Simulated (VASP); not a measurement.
## Sc: single point with PBE

The system is Sc.

```
Sc
1.0
     5.26284    0.00000    0.00000
    -2.63142    4.55775    0.00000
     0.00000    0.00000    5.67684
Sc
4
Direct
  0.33333 0.66667 0.50000
  0.66667 0.33333 0.00000
  0.66667 0.33333 0.50000
  0.33333 0.66667 0.00000
```

```json
{
  "Program": "VASP 6.6.1",
  "Task": "single point",
  "Functional": "PBE",
  "Potentials or basis": "VASP PAW PBE potentials, release 64 (Sc_sv)",
  "Cutoff": "520 eV",
  "k mesh": "9 × 9 × 8",
  "Occupations": "gaussian, width 0.1 eV",
  "Spin": "no spin polarisation",
  "Dipole correction": "no",
  "Further INCAR settings": "ALGO = Fast; EDIFF = 1e-06; NBANDS = 30"
}
```

```json
{
  "Pressure": "0.0 GPa",
  "Band gap on the k mesh": "zero (band 22 reaches 1.96 eV, above the bottom of band 23 at 1.67 eV)"
}
```

Levels at points of the mesh, in eV from the Fermi level:
| k point | band 18 | band 19 | band 20 | band 21 | band 22 | band 23 | band 24 | band 25 | band 26 | band 27 |
| --- | --- | --- | --- | --- | --- | --- | --- | --- | --- | --- |
| (0.00, 0.00, 0.00) | -0.60 | -0.60 | -0.35 | -0.32 | -0.20 | 0.30 | 0.30 | 0.40 | 0.40 | 0.67 |
| (0.00, 0.00, 0.50) | -2.77 | 0.02 | 0.02 | 0.02 | 0.02 | 0.69 | 0.69 | 0.81 | 0.81 | 0.81 |

It took 5 min on 1 thread of Intel(R) Xeon(R) Platinum 8259CL CPU @ 2.50GHz (Skylake/Cascade Lake), with other jobs on the host, peak memory 0.35 GiB.
